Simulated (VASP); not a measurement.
CdTe: single point with LDA

CdTe:

```
CELL_PARAMETERS angstrom
0.00000 2.94713 2.94713
2.94713 0.00000 2.94713
2.94713 2.94713 0.00000
ATOMIC_POSITIONS crystal
Cd 0.50000 0.50000 0.50000
Te 0.00000 0.00000 0.00000
```

This cell differs from its parent crystal: volume scaled by 0.98.

```json
{
  "Program": "VASP 6.6.1",
  "Task": "single point",
  "Functional": "LDA",
  "Potentials or basis": "VASP PAW LDA potentials, release 64 (Cd, Te)",
  "Cutoff": "520 eV",
  "k mesh": "6 × 6 × 6",
  "Occupations": "gaussian, width 0.05 eV",
  "Spin": "no spin polarisation"
}
```

```
Pressure               : 1.7 GPa
Band gap on the k mesh : zero (band 9 reaches 5.02 eV, above the bottom of band 10 at 3.42 eV)
```

Levels at points of the mesh, in eV from the Fermi level:
```tsv
k point	band 5	band 6	band 7	band 8	band 9	band 10	band 11	band 12	band 13	band 14
(0.00, 0.00, 0.00)	-8.56	-8.56	-0.63	-0.63	-0.63	0.64	7.09	7.09	7.09	7.83
(0.50, 0.00, 0.00)	-8.45	-8.45	-5.84	-0.04	-0.04	2.54	3.77	3.77	5.13	10.52
(0.50, 0.50, 0.00)	-8.39	-7.53	-4.84	-2.52	-2.52	-1.55	4.00	9.64	9.64	10.45
```

Run time: 6.1 s on 1 thread of AMD EPYC 9R45 (Zen 5), with other jobs on the host, peak memory 0.12 GiB.

Caveat: spin-orbit coupling is left out, which moves the levels of the heavy elements.
